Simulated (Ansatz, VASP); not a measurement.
## Li2GaC6: VASP beside Ansatz

```
CELL_PARAMETERS angstrom
0.00000 3.78302 3.78302
3.78302 0.00000 3.78302
3.78302 3.78302 0.00000
ATOMIC_POSITIONS crystal
Li 0.75000 0.75000 0.75000
Li 0.50000 0.50000 0.50000
Ga 0.00000 0.00000 0.00000
C 0.27507 0.72493 0.72493
C 0.72493 0.27507 0.27507
C 0.72493 0.72493 0.27507
C 0.27507 0.27507 0.72493
C 0.27507 0.72493 0.27507
C 0.72493 0.27507 0.72493
```

Alike in both runs: functional PBE; k mesh 10 × 10 × 10; occupations gaussian, width 0.1 eV; no spin polarisation.

Ansatz relaxed the structure, and its values are those at the end. VASP's run is a single point on that final structure, the one shown.

|  | VASP | Ansatz |
| --- | --- | --- |
| version | VASP 6.6.1 | Ansatz 0.2.0 |
| potentials or method | VASP PAW PBE potentials, release 64 (Li_sv, Ga_d, C_h), cutoff 910 eV | scalar-relativistic, plane waves, PAW |
| valence electrons in the cell | 43 | 43 |

```csv
,VASP,Ansatz,Ansatz less VASP
gap on the k mesh at the Fermi level (eV),none,none,-
rms of the force components (eV/Å),0.020,0.002,-0.0174
```

A gap of «none» marks a metal or a gap that the smearing closes.

Noted on VASP's run: the cutoff is short for stress, so the pressure is rough.
